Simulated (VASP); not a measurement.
# Mg2ZnO3 in VASP: further runs

Runs on Mg2ZnO3. Level: PBEsol. Tasks: single point.

Program: VASP 6.6.1. These are calculated values, not measurements. Logs are shortened: lines on timing, memory, paths and dates and some standing lists are left out, and cuts for length are marked.

### 1 The cell of the first run

Symmetry: P-3m1, No. 164, trigonal system. Conventional cell: a = 3.033 Å, b = 3.033 Å, c = 7.403 Å, α = 90.00°, β = 90.00°, γ = 120.00°. Within 2.8 Å of Mg (site symmetry 3m) lie 6 O at 2.12 to 2.14 Å. Within 2.9 Å of Zn (site symmetry -3m) lie 6 O at 2.17 Å. O (site symmetry 3m) has 3 Mg at 2.12 Å and 3 Zn at 2.17 Å within 2.8 Å. Within 2.8 Å of O (site symmetry -3m) lie 6 Mg at 2.14 Å.

### 2 Single point, PBEsol

The input, INCAR:

```
SYSTEM = Mg2ZnO3
  ALGO = Normal
  EDIFF = 1E-7
  ENCUT = 520
  GGA = PS
  ISIF = 2
  ISMEAR = 0
  LASPH = .TRUE.
  LCHARG = .TRUE.
  LELF = .TRUE.
  LREAL = .FALSE.
  LVHAR = .TRUE.
  LWAVE = .FALSE.
  NBANDS = 26
  NELM = 80
  PREC = Accurate
  SIGMA = 0.01
```

The input, KPOINTS:

```
k-points
0
G
  7 7 3
  0 0 0
```

The input, POSCAR:

```
Mg2ZnO3
1.0
    3.0329990000      0.0000000000      0.0000000000
   -1.5164990000      2.6266540000      0.0000000000
    0.0000000000      0.0000000000      7.4033160000
Mg Zn O
2 1 3
Direct
    0.3333333333      0.6666666667      0.6658000000
    0.6666666667      0.3333333333      0.3342000000
    0.0000000000      0.0000000000      0.0000000000
    0.3333333333      0.6666666667      0.1726190000
    0.6666666667      0.3333333333      0.8273810000
    0.0000000000      0.0000000000      0.5000000000
```

Potentials or basis: VASP PAW PBE potentials, release 64 (Mg, Zn, O).

The run is started by

```bash
$ cat potpaw_PBE.64/Mg/POTCAR potpaw_PBE.64/Zn/POTCAR potpaw_PBE.64/O/POTCAR > POTCAR
$ mpirun -np 1 vasp_std > vasp.out
```

OUTCAR:

```text
SYSTEM = Mg2ZnO3
   EDIFF = 1E-7
   ENCUT = 520
   GGA = PS
   ISIF = 2
   ISMEAR = 0
   LASPH = .TRUE.
   LREAL = .FALSE.
   NELM = 80
   PREC = Accurate

 ion  position               nearest neighbor table
   1  0.333  0.667  0.666-   5 2.12   5 2.12   5 2.12   6 2.14   6 2.14   6 2.14   2 3.02   2 3.02
                             2 3.02   3 3.03   3 3.03   3 3.03
   2  0.667  0.333  0.334-   4 2.12   4 2.12   4 2.12   6 2.14   6 2.14   6 2.14   1 3.02   1 3.02
                             1 3.02   3 3.03   3 3.03   3 3.03
   3  0.000  0.000  0.000-   4 2.17   5 2.17   4 2.17   5 2.17   5 2.17   4 2.17   1 3.03   2 3.03
                             1 3.03   2 3.03   1 3.03   2 3.03
   4  0.333  0.667  0.173-   2 2.12   2 2.12   2 2.12   3 2.17   3 2.17   3 2.17
   5  0.667  0.333  0.827-   1 2.12   1 2.12   1 2.12   3 2.17   3 2.17   3 2.17
   6  0.000  0.000  0.500-   1 2.14   2 2.14   1 2.14   2 2.14   2 2.14   1 2.14

  LATTYP: Found a hexagonal cell.
 ALAT       =     3.0329990000
 C/A-ratio  =     2.4409226643

  Lattice vectors:

 A1 = (   3.0329990000,   0.0000000000,   0.0000000000)
 A2 = (  -1.5164990000,   2.6266540000,   0.0000000000)
 A3 = (   0.0000000000,   0.0000000000,   7.4033160000)

Analysis of symmetry for initial positions (statically):
=====================================================================
 Subroutine PRICEL returns:
 Original cell was already a primitive cell.

 Routine SETGRP: Setting up the symmetry group for a
 hexagonal supercell.

 Subroutine GETGRP returns: Found 12 space group operations
 (whereof 12 operations were pure point group operations)
 out of a pool of 24 trial point group operations.

The static configuration has the point symmetry D_3d.

Analysis of symmetry for dynamics (positions and initial velocities):
=====================================================================
 Subroutine PRICEL returns:
 Original cell was already a primitive cell.

 Routine SETGRP: Setting up the symmetry group for a
 hexagonal supercell.

 Subroutine GETGRP returns: Found 12 space group operations
 (whereof 12 operations were pure point group operations)
 out of a pool of 24 trial point group operations.

The dynamic configuration has the point symmetry D_3d.

 Subroutine INISYM returns: Found 12 space group operations
 (whereof 12 operations are pure point group operations),
 and found     1 'primitive' translations

----------------------------------------------------------------------------------------

                                     Primitive cell

  volume of cell :      58.9795

  direct lattice vectors                    reciprocal lattice vectors
     3.032999000  0.000000000  0.000000000     0.329706670  0.190356185  0.000000000
    -1.516499000  2.626654000  0.000000000     0.000000000  0.380712496  0.000000000
     0.000000000  0.000000000  7.403316000     0.000000000  0.000000000  0.135074607

  length of vectors
     3.032999000  3.032998591  7.403316000     0.380712444  0.380712496  0.135074607

  position of ions in fractional coordinates (direct lattice)
     0.333333333  0.666666667  0.665800000
     0.666666667  0.333333333  0.334200000
     0.000000000  0.000000000  0.000000000
     0.333333333  0.666666667  0.172619000
     0.666666667  0.333333333  0.827381000
     0.000000000  0.000000000  0.500000000

  ion indices of the primitive-cell ions
   primitive index   ion index
                 1           1
                 2           2
                 3           3
                 4           4
                 5           5
                 6           6

----------------------------------------------------------------------------------------

 KPOINTS: k-points

Automatic generation of k-mesh.
 Grid dimensions read from file:
 generate k-points for:    7    7    3

 Generating k-lattice:

  Cartesian coordinates                     Fractional coordinates (reciprocal lattice)
     0.047100953  0.027193741  0.000000000     0.142857143  0.000000000  0.000000000
     0.000000000  0.054387499  0.000000000     0.000000000  0.142857143  0.000000000
     0.000000000  0.000000000  0.045024869     0.000000000  0.000000000  0.333333333

  Length of vectors
     0.054387492  0.054387499  0.045024869

  Shift w.r.t. Gamma in fractional coordinates (k-lattice)
     0.000000000  0.000000000  0.000000000

 Subroutine IBZKPT returns following result:
 ===========================================

 Found     20 irreducible k-points:

 Following reciprocal coordinates:
            Coordinates               Weight
  0.000000  0.000000  0.000000      1.000000
  0.142857  0.000000  0.000000      6.000000
  0.285714  0.000000  0.000000      6.000000
  0.428571  0.000000  0.000000      6.000000
  0.142857  0.142857  0.000000      6.000000
  0.285714  0.142857  0.000000     12.000000
[... 12 lines left out ...]
  0.428571  0.142857  0.333333     12.000000
  0.285714  0.285714  0.333333     12.000000
   k-points           NKPTS =     20   k-points in BZ     NKDIM =     20   number of bands    NBANDS=     26
   number of dos      NEDOS =    301   number of ions     NIONS =      6
   total plane-waves  NPLWV =  32256
   dimension x,y,z NGX =    24 NGY =   24 NGZ =   56
   dimension x,y,z NGXF=    48 NGYF=   48 NGZF=  112
   ions per type =               2   1   3
   NGX,Y,Z   is equivalent  to a cutoff of  13.15, 13.15, 12.58 a.u.
   NGXF,Y,Z  is equivalent  to a cutoff of  26.31, 26.31, 25.15 a.u.
 SYSTEM =  Mg2ZnO3
   PREC   = accura    normal or accurate (medium, high low for compatibility)
   ISTART =      0    job   : 0-new  1-cont  2-samecut
   ICHARG =      2    charge: 1-file 2-atom 10-const
   ISPIN  =      1    spin polarized calculation?
   LNONCOLLINEAR =      F non collinear calculations
   LSORBIT =      F    spin-orbit coupling
   LASPH  =      T    aspherical Exc in radial PAW
   ENCUT  =  520.0 eV  38.22 Ry    6.18 a.u.   5.64  5.64 13.77*2*pi/ulx,y,z
   NELM   =     80;   NELMIN=  2; NELMDL= -5     # of ELM steps
   EDIFF  = 0.1E-06   stopping-criterion for ELM
   LREAL  =      F    real-space projection
   EDIFFG = 0.1E-05   stopping-criterion for IOM
   NSW    =      0    number of steps for IOM
   IBRION =     -1    ionic relax: 0-MD 1-quasi-New 2-CG
   NFREE  =      0    steps in history (QN), initial steepest desc. (CG)
   ISIF   =      2    stress and relaxation
   ISYM   =      2    0-nonsym 1-usesym 2-fastsym
   POTIM  = 0.5000    time-step for ionic-motion
   TEBEG  =    0.0;   TEEND  =   0.0 temperature during run
   PSTRESS=    0.0 pullay stress
   NELECT =      34.0000    total number of electrons
   NUPDOWN=      -1.0000    fix difference up-down
   EMIN   =  10.00;   EMAX   =-10.00  energy-range for DOS
   EFERMI =   0.00;   METHOD = LEGACY
   ISMEAR =     0;   SIGMA  =   0.01  broadening in eV -4-tet -1-fermi 0-gaus
   EFERMI_NEDOS =   21; number of points for ismear=-14 and -15
   IALGO  =     38    algorithm
   IMIX   =      4    mixing-type and parameters
     AMIX     =   0.40;   BMIX     =  1.00
     AMIX_MAG =   1.60;   BMIX_MAG =  1.00
  volume/ion in A,a.u.               =       9.83        66.34
  Fermi-wavevector in a.u.,A,eV,Ry     =   1.362492  2.574737 25.257648  1.856385
  Thomas-Fermi vector in A             =   2.488977
   LORBIT       =      0    0 simple, 1 ext, 2 COOP (PROOUT), +10 PAW based schemes
   GGA     = PS    functional components
   LHFCALC =     F    Hartree Fock is set to
   AEXX    =    0.0000 exact exchange contribution
   IVDW    =     0    specifies the selected vdW correction
   LEPSILON=     F    determine dielectric tensor
   LRPA    =     F    only Hartree local field effects (RPA)
 non-spin polarized calculation
 Gauss-broadening in eV      SIGMA  =   0.01
  energy-cutoff  :      520.00
  volume of cell :       58.98
 maximum number of plane-waves:      1606
 NGX is ok and might be reduce to    24
   NGX = 11   NGY = 11   NGZ = 27

 number of electron      34.0000021 magnetization

 Free energy of the ion-electron system (eV)
  ---------------------------------------------------
  ext. energy  EPLUGINS =         0.00000000
  ---------------------------------------------------
  free energy    TOTEN  =       -34.48553337 eV

  energy without entropy =      -34.48553337  energy(sigma->0) =      -34.48553337

 E-fermi :   2.7618     XC(G=0): -11.5547

 val. band max:        2.6481375470   @ k =   0.0000   0.0000   0.3333
 cond. band min:       5.4511624062   @ k =   0.0000   0.0000   0.0000
 fundamental gap:      2.8030248592
 Fermi energy:         2.7618015430

 k-point     1 :       0.0000    0.0000    0.0000
  band No.  band energies     occupation
      1     -14.8464      2.00000
      2     -14.0223      2.00000
      3     -13.7966      2.00000
      4      -2.8624      2.00000
      5      -2.0305      2.00000
      6      -2.0305      2.00000
[... 18 lines left out ...]
     25      18.0758      0.00000
     26      18.0758      0.00000

 k-point     2 :       0.1429    0.0000    0.0000
  band No.  band energies     occupation
      1     -14.6637      2.00000
      2     -13.9243      2.00000
      3     -13.6908      2.00000
      4      -2.6638      2.00000
      5      -2.2611      2.00000
      6      -1.9671      2.00000
[... 18 lines left out ...]
     25      16.8695      0.00000
     26      17.1465      0.00000

 k-point     3 :       0.2857    0.0000    0.0000
  band No.  band energies     occupation
      1     -14.2021      2.00000
      2     -13.7010      2.00000
      3     -13.4500      2.00000
      4      -2.5561      2.00000
      5      -2.2169      2.00000
      6      -2.0274      2.00000
[... 456 lines left out ...]
 k-point    19 :       0.4286    0.1429    0.3333
  band No.  band energies     occupation
      1     -13.5708      2.00000
      2     -13.5180      2.00000
      3     -13.2251      2.00000
      4      -3.0080      2.00000
      5      -2.1971      2.00000
      6      -2.1600      2.00000
[... 18 lines left out ...]
     25      14.5864      0.00000
     26      15.5920      0.00000

 k-point    20 :       0.2857    0.2857    0.3333
  band No.  band energies     occupation
      1     -13.5414      2.00000
      2     -13.4799      2.00000
      3     -13.1954      2.00000
      4      -2.5675      2.00000
      5      -2.3608      2.00000
      6      -2.0027      2.00000
[... 18 lines left out ...]
     25      14.4835      0.00000
     26      14.9190      0.00000

------------------------ aborting loop because EDIFF is reached ----------------------------------------

  FORCE on cell =-STRESS in cart. coord.  units (eV):
  Direction    XX          YY          ZZ          XY          YZ          ZX
  --------------------------------------------------------------------------------------
  -------------------------------------------------------------------------------------
  Total       -2.1367346     -2.1367343     -2.1782345     -0.0000004      0.0000000      0.0000000
  in kB      -58.0443219    -58.0443138    -59.1716663     -0.0000110      0.0000000      0.0000000
  external PRESSURE =     -58.4201007 kB  Pullay stress =       0.0000000 kB

 VOLUME and BASIS-vectors are now :
 -----------------------------------------------------------------------------
  energy-cutoff  :      520.00
  volume of cell :       58.98
      direct lattice vectors                 reciprocal lattice vectors
     3.032999000  0.000000000  0.000000000     0.329706670  0.190356185  0.000000000
    -1.516499000  2.626654000  0.000000000     0.000000000  0.380712496  0.000000000
     0.000000000  0.000000000  7.403316000     0.000000000  0.000000000  0.135074607

 POSITION                                       TOTAL-FORCE (eV/Angst)
 -----------------------------------------------------------------------------------
      0.00000      1.75110      4.92913         0.000000     -0.000000      0.012872
      1.51650      0.87555      2.47419        -0.000000      0.000000     -0.012872
      0.00000      0.00000      0.00000         0.000000      0.000000      0.000000
      0.00000      1.75110      1.27795        -0.000000      0.000000     -0.102697
      1.51650      0.87555      6.12536         0.000000      0.000000      0.102697
      0.00000      0.00000      3.70166         0.000000      0.000000      0.000000
 -----------------------------------------------------------------------------------
    total drift:                               -0.000000      0.000000      0.000000

  FREE ENERGIE OF THE ION-ELECTRON SYSTEM (eV)
  ---------------------------------------------------
  free  energy   TOTEN  =       -34.4855333708 eV

  energy  without entropy=      -34.4855333708  energy(sigma->0) =      -34.48553337
```

Run time: 20 s. Hardware: 1 thread of Intel Xeon Platinum 8488C (Sapphire Rapids), shared host; peak memory 0.19 GiB.

What came out:

* Free energy: -34.4855 eV
* Pressure: -5.8 GPa
* Largest force: 0.103 eV/Å
* Band gap on the k mesh: 2.80 eV, indirect (least direct gap 2.87 eV)

Forces on the atoms (eV/Å):
```
Mg   0.000  0.000  0.013
Mg   0.000  0.000 -0.013
Zn   0.000  0.000  0.000
O    0.000  0.000 -0.103
O    0.000  0.000  0.103
O    0.000  0.000  0.000
```

Levels at points of the mesh, in eV from the valence-band top:
```
           k point  band 13  band 14  band 15  band 16  band 17  band 18  band 19  band 20  band 21  band 22
(0.00, 0.00, 0.00)    -0.45    -0.42    -0.42    -0.07    -0.07     2.80     6.21     6.50    11.12    11.69
```

Caveat: the PAW data sets were made with another functional, which shifts forces and pressure a little. A k mesh can miss the band edges.

### 3 Single point, PBEsol

The input, INCAR:

```
ALGO     = Normal         # electronic algorithm
EDIFF    = 1E-6           # SCF threshold, eV
ENCUT    = 520            # plane-wave cutoff, eV
GGA      = PS             # functional
ISIF     = 2              # what is computed and relaxed
ISMEAR   = 0              # smearing method
LASPH    = True           # aspherical terms in the spheres
LCHARG   = False          # write CHGCAR
LREAL    = False          # projectors in reciprocal space
LWAVE    = False          # write WAVECAR
NBANDS   = 26             # bands
NELM     = 100            # most SCF steps
PREC     = Accurate       # precision mode
SIGMA    = 0.01           # smearing width, eV
```

The input, KPOINTS:

```
k-points
0
Gamma
  7 7 3
```

POSCAR, as its differences from that of step 2:

```diff
@@ -11,3 +11,3 @@
     0.0000000000      0.0000000000      0.0000000000
-    0.3333333333      0.6666666667      0.1726190000
+    0.3390440189      0.6780880415      0.1726190000
     0.6666666667      0.3333333333      0.8273810000
```

Potentials or basis: VASP PAW PBE potentials, release 64 (Mg, Zn, O).

The run is started by

```bash
$ cat potpaw_PBE.64/Mg/POTCAR potpaw_PBE.64/Zn/POTCAR potpaw_PBE.64/O/POTCAR > POTCAR
$ mpirun -np 1 vasp_std > vasp.out
```

Wall time 32 s (1 thread of Intel Xeon Platinum 8488C (Sapphire Rapids), shared host); peak memory 0.21 GiB.

It converged, with:

```yaml
Free_energy: -34.4838 eV
Pressure: -5.8 GPa
Largest_force: 0.157 eV/Å
Band_gap_on_the_k_mesh: 2.78 eV, indirect (least direct gap 2.85 eV)
```

Forces in eV/Å, atoms in the order of the input:
```
Mg   0.000  0.001  0.013
Mg   0.000  0.076 -0.008
Zn   0.000  0.024 -0.003
O    0.000 -0.117 -0.105
O    0.000  0.001  0.103
O    0.000  0.015  0.000
```

Stress tensor (GPa, compression positive):
```
-5.87  0.00  0.00
 0.00 -5.69  0.26
 0.00  0.26 -5.88
```

Levels at points of the mesh, in eV from the valence-band top:
```
           k point  band 15  band 16  band 17  band 18  band 19  band 20
(0.00, 0.00, 0.00)    -0.44    -0.11    -0.07     2.78     6.19     6.48
```

Caveat: the PAW data sets were made with another functional, which shifts forces and pressure a little. A k mesh can miss the band edges.
